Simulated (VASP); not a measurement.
Wanted: the native input for a VASP 6.6.1 run.

```yaml
Task: single point
Functional: PBE
Potentials_or_basis: VASP PAW PBE potentials, release 64 (Zr_sv)
Cutoff: 520 eV
k_mesh: 10 × 10 × 6
Occupations: methfessel-paxton, width 0.1 eV
Spin: no spin polarisation
Dipole_correction: no
Further_INCAR_settings: ALGO = Normal; EDIFF = 1e-06; NBANDS = 19
```

The structure of Zr lies in POSCAR:

```
Zr
1.0
    3.2320000000      0.0000000000      0.0000000000
   -1.6160000000      2.7989941000      0.0000000000
    0.0000000000      0.0000000000      5.1470000000
Zr
2
Direct
    0.3333333333      0.6666666667      0.2500000000
    0.6666666667      0.3333333333      0.7500000000
```

These files were run (other wordings do the same):

INCAR

```
  PREC = Accurate
  ENCUT = 520
  EDIFF = 1E-6
  ISMEAR = 1
  SIGMA = 0.1
  LREAL = False
  LASPH = True
  NELM = 60
  ALGO = Normal
  ISIF = 2
  LWAVE = False
  LCHARG = False
  GGA = PE
  NBANDS = 19
```

KPOINTS

```
regular mesh
0
Gamma
  10 10 6
```

Potentials or basis: VASP PAW PBE potentials, release 64 (Zr_sv).

Command:

```console
$ cat potpaw_PBE.64/Zr_sv/POTCAR > POTCAR
$ mpirun -np 1 vasp_std > vasp.out
```

Results of the run:

```json
{"Pressure": "0.3 GPa", "Band gap on the k mesh": "zero (band 12 reaches 9.86 eV, above the bottom of band 13 at 8.80 eV)"}
```

Wall time 32 s on 1 thread of AMD EPYC 7R43 64-Core Processor (Zen 3) (shared host), peak memory 0.14 GiB.
